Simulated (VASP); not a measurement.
Set up this calculation in VASP 6.6.1, as the native input.

* Task: electric field gradients
* Functional: PBEsol
* Potentials or basis: VASP PAW PBE potentials, release 64 (Pb_d, S)
* Cutoff: 520 eV
* k mesh: 7 × 7 × 3
* Occupations: fermi-dirac, width 0.01 eV
* Spin: no spin polarisation
* Dipole correction: no
* Further INCAR settings: ALGO = Normal; EDIFF = 1e-08; NBANDS = 28

The structure of PbS lies in POSCAR:

```
PbS
1.0
    2.9695000000     -2.9294050000     -0.0004050000
    2.9115000000      2.8705950000     -0.0584050000
   -1.1971429000     -0.1062924000     11.7200905000
Pb S
2 2
Direct
    0.7756000000      0.7756000000      0.6363800000
    0.2244000000      0.2244000000      0.3636200000
    0.2684000000      0.2684000000      0.5986000000
    0.7316000000      0.7316000000      0.4014000000
```

This cell differs from its parent crystal: equal xy, yz and zx shear strains of -2 %.

These files were run (other wordings do the same):

INCAR

```
ALGO = Normal
EDIFF = 1E-8
ENCUT = 520
GGA = PS
ISIF = 2
ISMEAR = -1
LASPH = T
LCHARG = F
LEFG = T
LREAL = F
LWAVE = F
NBANDS = 28
NELM = 100
PREC = Accurate
SIGMA = 0.01
```

KPOINTS

```
k-points
0
Gamma
  7 7 3
```

Potentials or basis: VASP PAW PBE potentials, release 64 (Pb_d, S).

Command:

```console
$ cat potpaw_PBE.64/Pb_d/POTCAR potpaw_PBE.64/S/POTCAR > POTCAR
$ mpirun -np 1 vasp_std > vasp.out
```

Results of the run:

```
Largest force                           : 0.674 eV/Å
Band gap on the k mesh                  : 1.27 eV
Largest electric field gradient by atom : Pb -127.1; S -6.7 V/Å²
```

Caveat: the cell differs from its parent crystal (equal xy, yz and zx shear strains of -2 %); without QUAD_EFG the Cq values of the log hold for a quadrupole moment of 1 mb, not for the nuclei; the PAW data sets were made with another functional, which shifts forces and pressure a little; spin-orbit coupling is left out, which moves the levels of the heavy elements.

Run time: 6.8 min on 1 thread of AMD EPYC 7R43 64-Core Processor (Zen 3), with other jobs on the host, peak memory 0.47 GiB.
